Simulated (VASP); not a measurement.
Tm2CdC2: relaxation of cell and atoms with PBE

Tm2CdC2:

```xyz
5
Lattice="3.7126 0.0000 0.0000 -1.8563 3.2152 0.0000 0.0000 0.0000 7.0635" Properties=species:S:1:pos:R:3 pbc="T T T"
Tm    1.8563    1.0717    1.4147
Tm    1.8563    1.0717    5.6488
Cd    0.0000    0.0000    3.5317
C     0.0000    0.0000    0.0000
C     0.0000    2.1434    3.5317
```

The cell was built from a structure type or drawn by symmetry, and may not be a known phase.

```json
{"Program": "VASP 6.6.1", "Task": "relaxation of cell and atoms", "Functional": "PBE", "Potentials or basis": "VASP PAW PBE potentials, release 64 (Tm_3, Cd, C), 4f in core", "Cutoff": "600 eV", "k mesh": "12 × 12 × 6", "Occupations": "gaussian, width 0.1 eV", "Spin": "no spin polarisation", "Dipole correction": "no", "Mended": "yes", "Further INCAR settings": "ALGO = Normal; EDIFF = 1e-07; IBRION = 2; EDIFFG = -0.01; NSW = 100; ISIF = 3"}
```

```yaml
Relaxed_volume: 16.95 Å³/atom
Relaxed_cell: a = 3.725 Å, b = 3.725 Å, c = 7.054 Å, α = 90.00°, β = 90.00°, γ = 120.00°
Space_group_after_relaxing_to_0.1_Å: P-6m2 (No. 187)
Energy_gained_by_relaxing: 0.4 meV/atom
Ionic_steps: 6
Pressure_after_relaxing: 0.0 GPa
Largest_force_after_relaxing: 0.006 eV/Å
Band_gap_on_the_k_mesh: zero (bands 19 and 20 overlap by 0.84 eV)
```

Forces on the atoms (eV/Å):
```
Tm   0.000  0.000  0.006
Tm   0.000  0.000 -0.006
Cd   0.000  0.000  0.000
C    0.000  0.000  0.000
C    0.000  0.000  0.000
```

The path:
```csv
step,energy change (eV),largest force (eV/Å),pressure (GPa),volume (Å³)
1,0.0000,0.0416,0.71,84.31
2,-0.0009,0.0412,-0.55,85.23
3,-0.0016,0.0414,-0.06,84.87
4,-0.0017,0.0135,-0.03,84.83
5,-0.0018,0.0103,-0.02,84.80
6,-0.0018,0.0058,0.01,84.77
```

Final structure:
```cif
data_structure
_symmetry_space_group_name_H-M 'P 1'
_symmetry_Int_Tables_number 1
_cell_length_a 3.7250
_cell_length_b 3.7250
_cell_length_c 7.0542
_cell_angle_alpha 90.000
_cell_angle_beta 90.000
_cell_angle_gamma 120.000
_cell_volume 84.77
loop_
_atom_site_label
_atom_site_type_symbol
_atom_site_fract_x
_atom_site_fract_y
_atom_site_fract_z
_atom_site_occupancy
Tm1 Tm 0.66667 0.33333 0.20093 1
Tm2 Tm 0.66667 0.33333 0.79907 1
Cd1 Cd 0.00000 0.00000 0.50000 1
C1 C 0.00000 0.00000 0.00000 1
C2 C 0.33333 0.66667 0.50000 1
```

Levels at points of the mesh, in eV from the Fermi level:
| k point | band 17 | band 18 | band 19 | band 20 | band 21 | band 22 |
| --- | --- | --- | --- | --- | --- | --- |
| (0.00, 0.00, 0.00) | -0.87 | 0.07 | 0.47 | 0.47 | 1.00 | 2.01 |
| (0.50, 0.00, 0.00) | -2.33 | -1.86 | -0.87 | 0.02 | 1.43 | 3.04 |
| (0.00, 0.00, 0.50) | -1.18 | 0.02 | 0.02 | 0.80 | 1.48 | 2.49 |
| (0.50, 0.00, 0.50) | -1.93 | -1.54 | -1.26 | 0.28 | 1.86 | 2.14 |

Run time: 8.9 min on 1 thread of Intel(R) Xeon(R) Platinum 8375C CPU @ 2.90GHz (Ice Lake) (shared host), peak memory 0.36 GiB.

Caveat: spin-orbit coupling is left out, which moves the levels of the heavy elements; the 4f electrons are frozen in the core, so they carry no moment and show no levels. Spin polarisation is off, so any magnetic state and its effect on volume and gap are missing.
